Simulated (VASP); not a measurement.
# Au (Pm-3m) in VASP: single point with LDA

Aim: the single point of Au with LDA.

Program: VASP 6.6.1. These are calculated values, not measurements. Logs are shortened: lines on timing, memory, paths and dates and some standing lists are left out, and cuts for length are marked.

**1. The cell of the first run**

The structure is cubic, space group Pm-3m (No. 221). Conventional cell: a = 2.631 Å, b = 2.631 Å, c = 2.631 Å, α = 90.00°, β = 90.00°, γ = 90.00°. Within 3.5 Å of Au (site symmetry m-3m) lie 6 Au at 2.63 Å.

**2. Single point, LDA**

Contents of INCAR:

```
SYSTEM = Au
  ALGO = Normal
  EDIFF = 1E-7
  ENCUT = 520
  ISIF = 2
  ISMEAR = 0
  LASPH = .True.
  LCHARG = .True.
  LELF = .True.
  LREAL = .False.
  LVHAR = .True.
  LWAVE = .False.
  NBANDS = 12
  NELM = 60
  PREC = Accurate
  SIGMA = 0.15
```

Contents of KPOINTS:

```
k-points
0
Gamma
  22 22 22
  0 0 0
```

Contents of POSCAR:

```
Au
1.0
   -0.8769168513      1.7538337027      1.7538337027
    1.7538337027     -0.8769168513      1.7538337027
    1.7538337027      1.7538337027     -0.8769168513
Au
1
Direct
    0.0000000000      0.0000000000      0.0000000000
```

Potentials or basis: VASP PAW LDA potentials, release 64 (Au).

Launch:

```
> cat potpaw_LDA.64/Au/POTCAR > POTCAR
> mpirun -np 1 vasp_std > vasp.out
```

OUTCAR:

```text
SYSTEM = Au
   EDIFF = 1E-7
   ENCUT = 520
   ISIF = 2
   ISMEAR = 0
   LASPH = .True.
   LREAL = .False.
   NELM = 60
   PREC = Accurate

 ion  position               nearest neighbor table
   1  0.000  0.000  0.000-

  LATTYP: Found a simple cubic cell.
 ALAT       =     2.6307505540

  Lattice vectors:

 A1 = (  -0.8769168513,   1.7538337027,   1.7538337027)
 A2 = (   1.7538337027,  -0.8769168513,   1.7538337027)
 A3 = (   1.7538337027,   1.7538337027,  -0.8769168513)

Analysis of symmetry for initial positions (statically):
=====================================================================
 Subroutine PRICEL returns:
 Original cell was already a primitive cell.

 Routine SETGRP: Setting up the symmetry group for a
 simple cubic supercell.

 Subroutine GETGRP returns: Found 48 space group operations
 (whereof 48 operations were pure point group operations)
 out of a pool of 48 trial point group operations.

The static configuration has the point symmetry O_h .

Analysis of symmetry for dynamics (positions and initial velocities):
=====================================================================
 Subroutine PRICEL returns:
 Original cell was already a primitive cell.

 Routine SETGRP: Setting up the symmetry group for a
 simple cubic supercell.

 Subroutine GETGRP returns: Found 48 space group operations
 (whereof 48 operations were pure point group operations)
 out of a pool of 48 trial point group operations.

The dynamic configuration has the point symmetry O_h .

 Subroutine INISYM returns: Found 48 space group operations
 (whereof 48 operations are pure point group operations),
 and found     1 'primitive' translations

----------------------------------------------------------------------------------------

                                     Primitive cell

  volume of cell :      18.2070

  direct lattice vectors                    reciprocal lattice vectors
    -0.876916851  1.753833703  1.753833703    -0.126706553  0.253413105  0.253413105
     1.753833703 -0.876916851  1.753833703     0.253413105 -0.126706553  0.253413105
     1.753833703  1.753833703 -0.876916851     0.253413105  0.253413105 -0.126706553

  length of vectors
     2.630750554  2.630750554  2.630750554     0.380119658  0.380119658  0.380119658

  position of ions in fractional coordinates (direct lattice)
     0.000000000  0.000000000  0.000000000

  ion indices of the primitive-cell ions
   primitive index   ion index
                 1           1

----------------------------------------------------------------------------------------

 KPOINTS: k-points

Automatic generation of k-mesh.
 Grid dimensions read from file:
 generate k-points for:   22   22   22

 Generating k-lattice:

  Cartesian coordinates                     Fractional coordinates (reciprocal lattice)
    -0.005759389  0.011518778  0.011518778     0.045454545 -0.000000000 -0.000000000
     0.011518778 -0.005759389  0.011518778    -0.000000000  0.045454545 -0.000000000
     0.011518778  0.011518778 -0.005759389    -0.000000000 -0.000000000  0.045454545

  Length of vectors
     0.017278166  0.017278166  0.017278166

  Shift w.r.t. Gamma in fractional coordinates (k-lattice)
     0.000000000  0.000000000  0.000000000

 Subroutine IBZKPT returns following result:
 ===========================================

 Found    364 irreducible k-points:

 Following reciprocal coordinates:
            Coordinates               Weight
  0.000000  0.000000  0.000000      1.000000
  0.045455  0.000000  0.000000      6.000000
  0.090909  0.000000  0.000000      6.000000
  0.136364 -0.000000 -0.000000      6.000000
  0.181818 -0.000000 -0.000000      6.000000
  0.227273  0.000000 -0.000000      6.000000
[... 16 lines left out ...]
  0.500000  0.045455  0.000000     12.000000
  0.090909  0.090909  0.000000     12.000000
 [... further k-points ...]
   k-points           NKPTS =    364   k-points in BZ     NKDIM =    364   number of bands    NBANDS=     12
   number of dos      NEDOS =    301   number of ions     NIONS =      1
   total plane-waves  NPLWV =   8000
   dimension x,y,z NGX =    20 NGY =   20 NGZ =   20
   dimension x,y,z NGXF=    40 NGYF=   40 NGZF=   40
   ions per type =               1
   NGX,Y,Z   is equivalent  to a cutoff of  12.64, 12.64, 12.64 a.u.
   NGXF,Y,Z  is equivalent  to a cutoff of  25.28, 25.28, 25.28 a.u.
 SYSTEM =  Au
   PREC   = accura    normal or accurate (medium, high low for compatibility)
   ISTART =      0    job   : 0-new  1-cont  2-samecut
   ICHARG =      2    charge: 1-file 2-atom 10-const
   ISPIN  =      1    spin polarized calculation?
   LNONCOLLINEAR =      F non collinear calculations
   LSORBIT =      F    spin-orbit coupling
   LASPH  =      T    aspherical Exc in radial PAW
   ENCUT  =  520.0 eV  38.22 Ry    6.18 a.u.   4.89  4.89  4.89*2*pi/ulx,y,z
   NELM   =     60;   NELMIN=  2; NELMDL= -5     # of ELM steps
   EDIFF  = 0.1E-06   stopping-criterion for ELM
   LREAL  =      F    real-space projection
   EDIFFG = 0.1E-05   stopping-criterion for IOM
   NSW    =      0    number of steps for IOM
   IBRION =     -1    ionic relax: 0-MD 1-quasi-New 2-CG
   NFREE  =      0    steps in history (QN), initial steepest desc. (CG)
   ISIF   =      2    stress and relaxation
   ISYM   =      2    0-nonsym 1-usesym 2-fastsym
   POTIM  = 0.5000    time-step for ionic-motion
   TEBEG  =    0.0;   TEEND  =   0.0 temperature during run
   PSTRESS=    0.0 pullay stress
   NELECT =      11.0000    total number of electrons
   NUPDOWN=      -1.0000    fix difference up-down
   EMIN   =  10.00;   EMAX   =-10.00  energy-range for DOS
   EFERMI =   0.00;   METHOD = LEGACY
   ISMEAR =     0;   SIGMA  =   0.15  broadening in eV -4-tet -1-fermi 0-gaus
   EFERMI_NEDOS =   21; number of points for ismear=-14 and -15
   IALGO  =     38    algorithm
   IMIX   =      4    mixing-type and parameters
     AMIX     =   0.40;   BMIX     =  1.00
     AMIX_MAG =   1.60;   BMIX_MAG =  1.00
  volume/ion in A,a.u.               =      18.21       122.87
  Fermi-wavevector in a.u.,A,eV,Ry     =   1.383968  2.615320 26.060157  1.915367
  Thomas-Fermi vector in A             =   2.508516
   LORBIT       =      0    0 simple, 1 ext, 2 COOP (PROOUT), +10 PAW based schemes
   GGA     = CA    functional components
   LHFCALC =     F    Hartree Fock is set to
   AEXX    =    0.0000 exact exchange contribution
   IVDW    =     0    specifies the selected vdW correction
   LEPSILON=     F    determine dielectric tensor
   LRPA    =     F    only Hartree local field effects (RPA)
 non-spin polarized calculation
 Gauss-broadening in eV      SIGMA  =   0.15
  energy-cutoff  :      520.00
  volume of cell :       18.21
 maximum number of plane-waves:       504
 NGX is ok and might be reduce to    20
   NGX =  9   NGY =  9   NGZ =  9

 number of electron      11.0000003 magnetization

 Free energy of the ion-electron system (eV)
  ---------------------------------------------------
  ext. energy  EPLUGINS =         0.00000000
  ---------------------------------------------------
  free energy    TOTEN  =        -4.14866814 eV

  energy without entropy =       -4.14385468  energy(sigma->0) =       -4.14626141

 E-fermi :   7.8596     XC(G=0): -12.4732

 val. band max:        7.8477023428   @ k =   0.5000   0.5000   0.4545
 cond. band min:       7.8659180501   @ k =   0.5000   0.4545   0.3636
 fundamental gap:      0.0182157073
 Fermi energy:         7.8595841869

 k-point     1 :       0.0000    0.0000    0.0000
  band No.  band energies     occupation
      1      -1.0367      2.00000
      2       1.2895      2.00000
      3       1.2895      2.00000
      4       6.5182      2.00000
      5       6.5182      2.00000
      6       6.5182      2.00000
      7      22.3996      0.00000
      8      22.3996      0.00000
      9      22.3996      0.00000
     10      27.9828      0.00000
     11      30.5528      0.00000
     12      30.5528      0.00000

 k-point     2 :       0.0455    0.0000    0.0000
  band No.  band energies     occupation
      1      -0.9797      2.00000
      2       1.2989      2.00000
      3       1.3367      2.00000
      4       6.4740      2.00000
      5       6.4740      2.00000
      6       6.5216      2.00000
      7      21.9372      0.00000
      8      22.4966      0.00000
      9      22.4966      0.00000
     10      28.2857      0.00000
     11      30.2620      0.00000
     12      30.7872      0.00000

 k-point     3 :       0.0909    0.0000    0.0000
  band No.  band energies     occupation
      1      -0.8147      2.00000
      2       1.3266      2.00000
      3       1.4817      2.00000
      4       6.3475      2.00000
      5       6.3475      2.00000
      6       6.5318      2.00000
      7      20.8499      0.00000
      8      22.7804      0.00000
      9      22.7804      0.00000
     10      28.7682      0.00000
     11      29.5591      0.00000
     12      31.6098      0.00000

 k-point     4 :       0.1364   -0.0000   -0.0000
  band No.  band energies     occupation
      1      -0.5606      2.00000
      2       1.3706      2.00000
      3       1.7342      2.00000
      4       6.1543      2.00000
      5       6.1543      2.00000
      6       6.5479      2.00000
      7      19.5215      0.00000
      8      23.2304      0.00000
      9      23.2304      0.00000
     10      28.6916      0.00000
     11      29.0233      0.00000
     12      33.0212      0.00000

 k-point     5 :       0.1818   -0.0000   -0.0000
  band No.  band energies     occupation
      1      -0.2478      2.00000
      2       1.4278      2.00000
      3       2.1093      2.00000
      4       5.9167      2.00000
      5       5.9167      2.00000
      6       6.5686      2.00000
      7      18.1302      0.00000
      8      23.8168      0.00000
      9      23.8168      0.00000
     10      27.7997      0.00000
     11      29.0808      0.00000
     12      34.7679      0.00000
[... 228 lines left out ...]
      1       1.1930      2.00000
      2       1.7824      2.00000
      3       4.6104      2.00000
      4       4.8253      2.00000
      5       5.9657      2.00000
      6       6.6393      2.00000
      7      11.8608      0.00000
      8      24.6179      0.00000
      9      26.6072      0.00000
     10      27.5617      0.00000
     11      27.9495      0.00000
     12      34.4745      0.00000

 k-point    22 :       0.4545    0.0455   -0.0000
  band No.  band energies     occupation
      1       1.3102      2.00000
      2       1.8139      2.00000
      3       4.5467      2.00000
      4       4.7325      2.00000
      5       6.6500      2.00000
      6       6.7067      2.00000
      7      10.9679      0.00000
      8      24.4121      0.00000
      9      26.8491      0.00000
     10      27.7051      0.00000
     11      28.0410      0.00000
     12      34.3563      0.00000

 k-point    23 :       0.5000    0.0455    0.0000
  band No.  band energies     occupation
      1       1.3503      2.00000
      2       1.8248      2.00000
      3       4.5206      2.00000
      4       4.7011      2.00000
      5       6.6537      2.00000
      6       7.0484      2.00000
      7      10.5822      0.00000
      8      24.3407      0.00000
      9      26.8926      0.00000
     10      27.6628      0.00000
     11      28.2202      0.00000
     12      34.1800      0.00000

 k-point    24 :       0.0909    0.0909    0.0000
  band No.  band energies     occupation
      1      -0.5891      2.00000
      2       1.4444      2.00000
      3       1.5889      2.00000
      4       6.1698      2.00000
      5       6.3374      2.00000
      6       6.3880      2.00000
      7      20.9402      0.00000
      8      21.4668      0.00000
      9      23.1643      0.00000
     10      29.0282      0.00000
     11      30.6267      0.00000
     12      31.2064      0.00000

 [... further k-points ...]

------------------------ aborting loop because EDIFF is reached ----------------------------------------

  FORCE on cell =-STRESS in cart. coord.  units (eV):
  Direction    XX          YY          ZZ          XY          YZ          ZX
  --------------------------------------------------------------------------------------
  -------------------------------------------------------------------------------------
  Total        0.8537341      0.8537341      0.8537341      0.0000000      0.0000000      0.0000000
  in kB       75.1266787     75.1266787     75.1266787      0.0000000      0.0000000      0.0000000
  external PRESSURE =      75.1266787 kB  Pullay stress =       0.0000000 kB

 VOLUME and BASIS-vectors are now :
 -----------------------------------------------------------------------------
  energy-cutoff  :      520.00
  volume of cell :       18.21
      direct lattice vectors                 reciprocal lattice vectors
    -0.876916851  1.753833703  1.753833703    -0.126706553  0.253413105  0.253413105
     1.753833703 -0.876916851  1.753833703     0.253413105 -0.126706553  0.253413105
     1.753833703  1.753833703 -0.876916851     0.253413105  0.253413105 -0.126706553

 POSITION                                       TOTAL-FORCE (eV/Angst)
 -----------------------------------------------------------------------------------
      0.00000      0.00000      0.00000         0.000000     -0.000000      0.000000
 -----------------------------------------------------------------------------------
    total drift:                                0.000000      0.000000      0.000000

  FREE ENERGIE OF THE ION-ELECTRON SYSTEM (eV)
  ---------------------------------------------------
  free  energy   TOTEN  =        -4.1486681358 eV

  energy  without entropy=       -4.1438546761  energy(sigma->0) =       -4.14626141
```

Wall time 19 s (1 thread of Intel Xeon 6975P-C (Granite Rapids), shared host); peak memory 0.18 GiB.

What came out:

* Free energy: -4.1487 eV
* Pressure: 7.5 GPa

Levels at points of the mesh, in eV from the Fermi level:
```tsv
k point	band 4	band 5	band 6	band 7	band 8	band 9
(0.00, 0.00, 0.00)	-1.34	-1.34	-1.34	14.54	14.54	14.54
(0.50, 0.00, 0.00)	-3.16	-1.17	-1.00	2.72	16.46	19.13
(0.50, 0.50, 0.00)	-2.84	0.04	3.80	3.80	7.75	12.31
(0.50, 0.50, 0.50)	0.16	0.16	9.05	9.05	9.05	9.90
```

Caveat: spin-orbit coupling is left out, which moves the levels of the heavy elements.
